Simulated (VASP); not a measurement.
Set up this calculation in VASP 6.6.1, as the native input.

- Task: single point
- Functional: PBEsol
- Potentials or basis: VASP PAW PBE potentials, release 64 (La, Sc_sv)
- Cutoff: 520 eV
- k mesh: 14 × 14 × 14
- Occupations: gaussian, width 0.1 eV
- Spin: no spin polarisation
- Dipole correction: no
- k mesh for the DOS: 21 × 21 × 21
- Occupations for the DOS: tetrahedron
- Further INCAR settings: ALGO = Normal; EDIFF = 1e-07

Crystal: LaSc.

```
La Sc
1.0
     3.94804    0.00000    0.00000
     0.00000    3.94804    0.00000
     0.00000    0.00000    3.94804
La Sc
1 1
Direct
  0.00000 0.00000 0.00000
  0.50000 0.50000 0.50000
```

One way to write it, as run:

POSCAR

```
LaSc
1.0
    3.9480417122      0.0000000000      0.0000000000
    0.0000000000      3.9480417122      0.0000000000
    0.0000000000      0.0000000000      3.9480417122
La Sc
1 1
Direct
    0.0000000000      0.0000000000      0.0000000000
    0.5000000000      0.5000000000      0.5000000000
```

INCAR.step1

```
SYSTEM = LaSc
ALGO = Normal ; EDIFF = 1E-7
ENCUT = 520 ; GGA = PS
ISIF = 2 ; ISMEAR = 0
LASPH = .TRUE. ; LCHARG = .TRUE.
LMAXMIX = 6 ; LREAL = .FALSE.
LWAVE = .FALSE. ; NBANDS = 18
NELM = 80 ; PREC = Accurate
SIGMA = 0.1
```

KPOINTS.step1

```
k-points
0
G
  14 14 14
  0 0 0
```

INCAR.step2

```
SYSTEM = LaSc
ALGO = Normal ; EDIFF = 1E-7
ENCUT = 520 ; GGA = PS
ICHARG = 11 ; ISIF = 2
ISMEAR = -5 ; LASPH = .TRUE.
LCHARG = .FALSE. ; LMAXMIX = 6
LORBIT = 11 ; LREAL = .FALSE.
LWAVE = .FALSE. ; NEDOS = 2001
NELM = 80 ; PREC = Accurate
SIGMA = 0.1
```

KPOINTS.step2

```
k-points
0
G
  21 21 21
  0 0 0
```

Potentials or basis: VASP PAW PBE potentials, release 64 (La, Sc_sv).

Command:

```console
$ cat potpaw_PBE.64/La/POTCAR potpaw_PBE.64/Sc_sv/POTCAR > POTCAR
$ cp INCAR.step1 INCAR
$ cp KPOINTS.step1 KPOINTS
$ mpirun -np 1 vasp_std > vasp.out
$ cp INCAR.step2 INCAR
$ cp KPOINTS.step2 KPOINTS
$ mpirun -np 1 vasp_std > vasp.out
```

Results of the run:

```yaml
Valence_electrons_inside_the_program's_atomic_spheres: La 8.62; Sc 9.33
```

Run time: 4.4 min on 1 thread of Intel(R) Xeon(R) 6975P-C (Granite Rapids), on a shared host, peak memory 0.45 GiB.
